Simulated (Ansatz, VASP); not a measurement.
## One calculation of LiSi4, two programs

```xyz
5
Lattice="1.9000 -6.3760 0.0000 1.9000 6.3760 0.0000 0.0000 0.0000 3.8192" Properties=species:S:1:pos:R:3 pbc="T T T"
Li    1.9000    0.0000    0.0000
Si    1.9000    5.2342    1.9096
Si    1.9000   -5.2342    1.9096
Si    1.9000    3.9084    0.0000
Si    1.9000   -3.9084    0.0000
```

Alike in both runs: functional PBE; k mesh 6 × 6 × 6; occupations gaussian, width 0.1 eV; no spin polarisation.

Ansatz relaxed the structure, and its values are those at the end. VASP's run is a single point on that final structure, the one shown.

|  | VASP | Ansatz |
| --- | --- | --- |
| version | VASP 6.6.1 | Ansatz 0.2.0 |
| potentials or method | VASP PAW PBE potentials, release 64 (Li_sv, Si), cutoff 520 eV | scalar-relativistic, plane waves, PAW |
| valence electrons in the cell | 19 | 19 |

```csv
,VASP,Ansatz,Ansatz less VASP
gap on the k mesh at the Fermi level (eV),none,none,-
rms of the force components (eV/Å),0.004,0.003,-0.0013
```

A gap of «none» marks a metal or a gap that the smearing closes. The functional is the same, so the differences come from potentials, cutoffs and numerics.

Noted on VASP's run: the cutoff is short for stress, so the pressure is rough.
